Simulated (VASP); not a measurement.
# LiH21O11 in VASP: a series of runs, part 2 of 2

VASP 6.6.1. Earlier steps stand in the parts before.

### 4 Single point, PBE

INCAR reads:

```
SYSTEM = LiH21O11
ALGO = Normal ; EDIFF = 1E-7
ENCUT = 520 ; GGA = PE
ISIF = 2 ; ISMEAR = -1
LASPH = .TRUE. ; LCHARG = .FALSE.
LREAL = Auto ; LWAVE = .FALSE.
NBANDS = 67 ; NELM = 100
PREC = Accurate ; SIGMA = 0.05
```

KPOINTS reads:

```
k-points
0
G
  1 1 1
  0 0 0
```

POSCAR reads:

```
LiH21O11
1.0
    7.0067960000      0.0000000000      0.0000000000
    0.0000000000      7.0067960000      0.0000000000
    0.0000000000      0.0000000000      7.0067960000
O H Li
11 21 1
Direct
    0.3184194316      0.9454820720      0.1565194705
    0.1276903167      0.2986529078      0.5966350383
    0.6658250076      0.3663300601      0.9127424289
    0.5983191176      0.2045014583      0.2780300725
    0.4525891720      0.7108812644      0.8786184156
    1.0008854261      0.8574389778      0.4080895177
    1.1143609718      0.5991611573      0.0124022449
    0.4843440568      0.1215819613      0.6492411082
   -0.0602700578      1.0716310279      0.1130331181
    0.8137956350      0.9468949860      0.7836962857
    0.2733774467      0.5211083639      0.3361736234
    0.2006766003      1.0139156328      0.1131758367
    0.3628477267      0.8665444234      0.0479819878
    0.1559628680      0.4017956281      0.4870128943
    0.0160843844      0.2271937131      0.5553180084
    0.7815555070      0.2958841673      0.8784899689
    0.6456588718      0.3454788751      1.0505086776
    0.5183681671      0.1018439812      0.2189731227
    0.6092085455      0.1741166719      0.4221758419
    0.5473543114      0.6094797108      0.8541992660
    0.3181910819      0.6546358707      0.8798743391
    0.9214625344      0.7393536218      0.3845980388
    0.9761951111      0.9439835269      0.2949136809
    1.1823521050      0.5454989699      0.1229520597
    1.0611697558      0.5038394153     -0.0690757944
    0.5349520665      0.2144061280      0.7418083815
    0.3544130584      0.1682366662      0.6054407749
   -0.1755295858      1.1242085541      0.1759720135
   -0.1003311642      1.0037826133     -0.0128874881
    0.8935039639      0.9435839148      0.6664386975
    0.6804964780      0.9474515884      0.7341301217
    0.3925189202      0.4479936336      0.3331622613
    0.2704659876      0.7867932790      0.3835704650
```

Potentials or basis: VASP PAW PBE potentials, release 64 (O, H, Li_sv).

The run is started by

```
cat potpaw_PBE.64/O/POTCAR potpaw_PBE.64/H/POTCAR potpaw_PBE.64/Li_sv/POTCAR > POTCAR
mpirun -np 1 vasp_gam > vasp.out
```

OUTCAR:

```text
SYSTEM = LiH21O11
   EDIFF = 1E-7
   ENCUT = 520
   GGA = PE
   ISIF = 2
   ISMEAR = -1
   LASPH = .TRUE.
   LREAL = Auto
   NELM = 100
   PREC = Accurate

 ion  position               nearest neighbor table
   1  0.318  0.945  0.157-  13 0.99  12 1.00  33 1.97
   2  0.128  0.299  0.597-  15 0.97  14 1.07
   3  0.666  0.366  0.913-  16 0.98  17 0.99
   4  0.598  0.205  0.278-  18 1.00  19 1.04
   5  0.453  0.711  0.879-  20 0.99  21 1.02
   6  0.001  0.857  0.408-  22 1.01  23 1.01  33 1.96
   7  0.114  0.599  0.012-  25 0.95  24 0.98
   8  0.484  0.122  0.649-  26 0.98  27 1.01
   9  0.940  0.072  0.113-  28 0.99  29 1.04
  10  0.814  0.947  0.784-  30 0.99  31 1.00
  11  0.273  0.521  0.336-  32 0.98  33 1.89
  12  0.201  0.014  0.113-   1 1.00
  13  0.363  0.867  0.048-   1 0.99
  14  0.156  0.402  0.487-   2 1.07
  15  0.016  0.227  0.555-   2 0.97
  16  0.782  0.296  0.878-   3 0.98
  17  0.646  0.345  0.051-   3 0.99
[... 13 lines left out ...]
  31  0.680  0.947  0.734-  10 1.00
  32  0.393  0.448  0.333-  11 0.98
  33  0.270  0.787  0.384-  11 1.89   6 1.96   1 1.97

  LATTYP: Found a simple cubic cell.
 ALAT       =     7.0067960000

  Lattice vectors:

 A1 = (   7.0067960000,   0.0000000000,   0.0000000000)
 A2 = (   0.0000000000,   7.0067960000,   0.0000000000)
 A3 = (   0.0000000000,   0.0000000000,   7.0067960000)

Analysis of symmetry for initial positions (statically):
=====================================================================
 Subroutine PRICEL returns:
 Original cell was already a primitive cell.

 Routine SETGRP: Setting up the symmetry group for a
 simple cubic supercell.

 Subroutine GETGRP returns: Found  1 space group operations
 (whereof  1 operations were pure point group operations)
 out of a pool of 48 trial point group operations.

The static configuration has the point symmetry C_1 .

Analysis of symmetry for dynamics (positions and initial velocities):
=====================================================================
 Subroutine PRICEL returns:
[... 172 lines left out ...]
   GGA     = PE    functional components
   LHFCALC =     F    Hartree Fock is set to
   AEXX    =    0.0000 exact exchange contribution
   IVDW    =     0    specifies the selected vdW correction
   LEPSILON=     F    determine dielectric tensor
   LRPA    =     F    only Hartree local field effects (RPA)
 non-spin polarized calculation
  energy-cutoff  :      520.00
  volume of cell :      344.00
 maximum number of plane-waves:      4586
 NGX is ok and might be reduce to    54
   NGX = 27   NGY = 27   NGZ = 27

 number of electron      89.9999998 magnetization

 Free energy of the ion-electron system (eV)
  ---------------------------------------------------
  ext. energy  EPLUGINS =         0.00000000
  ---------------------------------------------------
  free energy    TOTEN  =      -160.52826385 eV

  energy without entropy =     -160.52826385  energy(sigma->0) =     -160.52826385

 E-fermi :  -1.3390     XC(G=0):  -6.6973

 val. band max:       -2.5686934735   @ k =   0.0000   0.0000   0.0000
 cond. band min:       0.8794502518   @ k =   0.0000   0.0000   0.0000
 fundamental gap:      3.4481437253
 Fermi energy:        -1.3389662527

 k-point     1 :       0.0000    0.0000    0.0000
  band No.  band energies     occupation
      1     -45.8045      2.00000
      2     -22.7425      2.00000
      3     -22.5024      2.00000
      4     -22.2206      2.00000
      5     -22.1419      2.00000
      6     -21.9509      2.00000
[... 49 lines left out ...]
     56       6.2768      0.00000
     57       6.4122      0.00000
 [bands above 57 left out]

------------------------ aborting loop because EDIFF is reached ----------------------------------------

  FORCE on cell =-STRESS in cart. coord.  units (eV):
  Direction    XX          YY          ZZ          XY          YZ          ZX
  --------------------------------------------------------------------------------------
  -------------------------------------------------------------------------------------
  Total       -3.5015005     -0.9747914     -3.5912671     -0.2735210     -1.0380239      0.4974419
  in kB      -16.3082121     -4.5400834    -16.7262994     -1.2739219     -4.8345883      2.3168319
  external PRESSURE =     -12.5248650 kB  Pullay stress =       0.0000000 kB

 VOLUME and BASIS-vectors are now :
 -----------------------------------------------------------------------------
  energy-cutoff  :      520.00
  volume of cell :      344.00
      direct lattice vectors                 reciprocal lattice vectors
     7.006796000  0.000000000  0.000000000     0.142718584  0.000000000  0.000000000
     0.000000000  7.006796000  0.000000000     0.000000000  0.142718584  0.000000000
     0.000000000  0.000000000  7.006796000     0.000000000  0.000000000  0.142718584

 POSITION                                       TOTAL-FORCE (eV/Angst)
 -----------------------------------------------------------------------------------
      2.23110      6.62480      1.09670        -0.221753      0.728589     -0.046866
      0.89470      2.09260      4.18050        -0.057439      0.544007     -0.501397
      4.66530      2.56680      6.39540         0.066721     -0.047031     -0.271141
      4.19230      1.43290      1.94810         0.754005     -0.477825      0.908128
      3.17120      4.98100      6.15630        -0.588863     -0.039448     -0.545890
      0.00620      6.00790      2.85940        -0.952741     -1.213797      0.447310
[... 25 lines left out ...]
      2.75030      3.13900      2.33440        -0.376031      0.076423     -0.058670
      1.89510      5.51290      2.68760        -0.122187     -0.460801     -0.229268
 -----------------------------------------------------------------------------------
    total drift:                               -0.005147     -0.003797     -0.002852

  FREE ENERGIE OF THE ION-ELECTRON SYSTEM (eV)
  ---------------------------------------------------
  free  energy   TOTEN  =      -160.5282638460 eV

  energy  without entropy=     -160.5282638460  energy(sigma->0) =     -160.52826385
```

OSZICAR:

```text
N       E                     dE             d eps       ncg     rms          rms(c)
DAV:   1     0.757685990441E+03    0.75769E+03   -0.48654E+04   134   0.126E+03
DAV:   2    -0.997018489706E+02   -0.85739E+03   -0.82923E+03   169   0.314E+02
DAV:   3    -0.174710973336E+03   -0.75009E+02   -0.74571E+02   164   0.100E+02
DAV:   4    -0.177533498274E+03   -0.28225E+01   -0.28136E+01   236   0.150E+01
DAV:   5    -0.177672348489E+03   -0.13885E+00   -0.13879E+00   188   0.217E+00    0.245E+01
DAV:   6    -0.161130505925E+03    0.16542E+02   -0.54673E+01   148   0.276E+01    0.905E+00
DAV:   7    -0.160799952380E+03    0.33055E+00   -0.23269E+00   164   0.554E+00    0.584E+00
DAV:   8    -0.160539086616E+03    0.26087E+00   -0.78815E-01   164   0.403E+00    0.115E+00
DAV:   9    -0.160517893191E+03    0.21193E-01   -0.12375E-01   172   0.143E+00    0.507E-01
DAV:  10    -0.160524527609E+03   -0.66344E-02   -0.25765E-02   156   0.650E-01    0.270E-01
DAV:  11    -0.160527494589E+03   -0.29670E-02   -0.28570E-03   156   0.330E-01    0.106E-01
DAV:  12    -0.160528216580E+03   -0.72199E-03   -0.23313E-03   188   0.270E-01    0.475E-02
DAV:  13    -0.160528286955E+03   -0.70375E-04   -0.42206E-04   156   0.949E-02    0.257E-02
DAV:  14    -0.160528269656E+03    0.17299E-04   -0.69739E-05   164   0.372E-02    0.140E-02
DAV:  15    -0.160528263455E+03    0.62013E-05   -0.19323E-05   164   0.260E-02    0.559E-03
DAV:  16    -0.160528263990E+03   -0.53544E-06   -0.79855E-06   164   0.133E-02    0.509E-03
DAV:  17    -0.160528263798E+03    0.19206E-06   -0.17479E-06   156   0.746E-03    0.140E-03
DAV:  18    -0.160528263846E+03   -0.47876E-07   -0.45939E-07   164   0.306E-03
   1 F= -.16052826E+03 E0= -.16052826E+03  d E =-.578456E-10
```

Run time: 95 s. Hardware: 1 thread of AMD EPYC 7R13, shared host; peak memory 0.32 GiB.

Results:

| Item | Value |
| --- | --- |
| Free energy | -160.5283 eV |
| Largest force | 1.756 eV/Å |
| Band gap on the k mesh | 3.45 eV |

Forces on the atoms (eV/Å):
```
O   -0.222  0.729 -0.047
O   -0.057  0.544 -0.501
O    0.067 -0.047 -0.271
O    0.754 -0.478  0.908
O   -0.589 -0.039 -0.546
O   -0.953 -1.214  0.447
O   -0.388  1.351 -1.052
O   -0.310  0.014 -0.861
O    0.049 -0.406 -0.767
O   -0.043  0.009 -1.120
O    0.108  0.130  0.418
H    0.654 -0.313  0.333
H    0.303 -0.221 -0.118
H    0.524 -0.616  0.307
H    0.101  0.032 -0.050
H   -0.046  0.132  0.272
H    0.058 -0.075 -0.123
H   -0.281  0.274  0.481
H   -0.786  0.221 -1.427
H   -0.476  0.135  0.367
H    1.004  0.023  0.272
H    0.982  1.338  0.152
H   -0.062 -0.370 -0.243
H    0.403 -0.712  1.134
H   -0.260 -0.813 -0.255
H   -0.371  0.206  0.190
H    0.506  0.083  0.698
H   -0.210  0.146 -0.283
H   -0.097  0.580  1.046
H   -0.160 -0.273  0.429
H    0.298  0.016  0.498
H   -0.376  0.076 -0.059
Li  -0.122 -0.461 -0.229
```

Caveat: the k points lie up to 0.90 Å⁻¹ apart, too coarse for converged energies, forces and pressures; the cutoff is under 1.25 times the usual one of these potentials, so pressure, stress and relaxed cells hold a basis-set (Pulay) error.

### 5 Overview

| cell | gap on the mesh (eV) | largest force (eV/Å) |
| --- | --- | --- |
| as given, atomic positions A | 3.56 | 2.84 |
| as given, atomic positions B | 3.97 | 2.49 |
| as given, atomic positions C | 3.45 | 1.76 |

Alike in all rows: task single point; level PBE; potentials or basis VASP PAW PBE potentials, release 64 (O, H, Li_sv); no spin polarisation; k mesh 1 × 1 × 1; cutoff (eV) 520; smearing fermi-dirac 0.05 eV.

Caveats: all runs use coarse meshes; the cutoff is under 1.25 times the usual one of these potentials, so pressure, stress and relaxed cells hold a basis-set (Pulay) error.

Absolute energies hang on the potentials; compare differences alone.
